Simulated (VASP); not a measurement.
A run of VASP 6.6.1 is set up as follows.

INCAR

```
SYSTEM = SnSe2
ALGO = Normal
EDIFF = 1E-7
ENCUT = 520
GGA = PE
ISIF = 2
ISMEAR = 0
LASPH = .True.
LCHARG = .False.
LREAL = .False.
LWAVE = .False.
NBANDS = 20
NELM = 60
PREC = Accurate
SIGMA = 0.05
```

File KPOINTS:

```
k-points
0
Gamma
  12 12 4
  0 0 0
```

POSCAR

```
SnSe2
1.0
    4.0750135250      0.0000000000      0.0000000000
   -2.0375067625      3.5290652334      0.0000000000
    0.0000000000      0.0000000000      6.9880221146
Sn Se
1 2
Direct
    0.0000000000      0.0000000000      0.0000000000
    0.3333333333      0.6666666667      0.2281493097
    0.6666666667      0.3333333333      0.7718506903
```

Potentials or basis: VASP PAW PBE potentials, release 64 (Sn_d, Se).

The run is started by

```bash
$ cat potpaw_PBE.64/Sn_d/POTCAR potpaw_PBE.64/Se/POTCAR > POTCAR
$ mpirun -np 1 vasp_std > vasp.out
```

Task: What does it give for the pressure?

Result: -4.2 GPa.

Task: What does it give for the band gap on the k mesh?

Result: 0.67 eV (least direct gap 0.76 eV).

Task: What does it give for the largest force?

Result: 0.447 eV/Å.

Forces in eV/Å, atoms in the order of the input:
```
Sn   0.000  0.000  0.000
Se   0.000  0.000 -0.447
Se   0.000  0.000  0.447
```

Caveat: the cell differs from its parent crystal (strain +0.0525 x Voigt [1, 1, 0, 0, 0, 0]); the cell stands under tension; semilocal functionals underestimate gaps, and a narrow one can read as zero; spin-orbit coupling is left out, which moves the levels of the heavy elements; this functional lacks dispersion, which binds layers or chains, so the pressure and a relaxed spacing across them are unreliable. A k mesh can miss the band edges.
